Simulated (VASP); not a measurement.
NaCl: single point with r2SCAN

The system is NaCl.

```
Na Cl
1.0
     0.00000    2.77566    2.77566
     2.77566    0.00000    2.77566
     2.77566    2.77566    0.00000
Na Cl
1 1
Direct
  0.00000 0.00000 0.00000
  0.50000 0.50000 0.50000
```

This cell differs from its parent crystal: volume scaled by 0.97.

- Program: VASP 6.6.1
- Task: single point
- Functional: r2SCAN
- Potentials or basis: VASP PAW PBE potentials, release 64 (Na_pv, Cl)
- Cutoff: 520 eV
- k mesh: 8 × 8 × 8
- Occupations: gaussian, width 0.02 eV
- Spin: no spin polarisation

```yaml
Pressure: 0.7 GPa
Band_gap_on_the_k_mesh: 6.12 eV, direct
```

Levels at points of the mesh, in eV from the valence-band top:
```
           k point  band 5  band 6  band 7  band 8  band 9  band 10
(0.00, 0.00, 0.00)    0.00    0.00    0.00    6.12   11.80    11.80
(0.50, 0.00, 0.00)   -2.07   -0.31   -0.31    8.03   11.88    11.88
(0.50, 0.50, 0.00)   -1.81   -0.66   -0.66    8.57    8.58    12.57
```

Run time: 2.1 min on 1 thread of Intel Xeon 6975P-C (shared host), peak memory 0.16 GiB.

Caveat: the PAW data sets were made with another functional, which shifts forces and pressure a little.
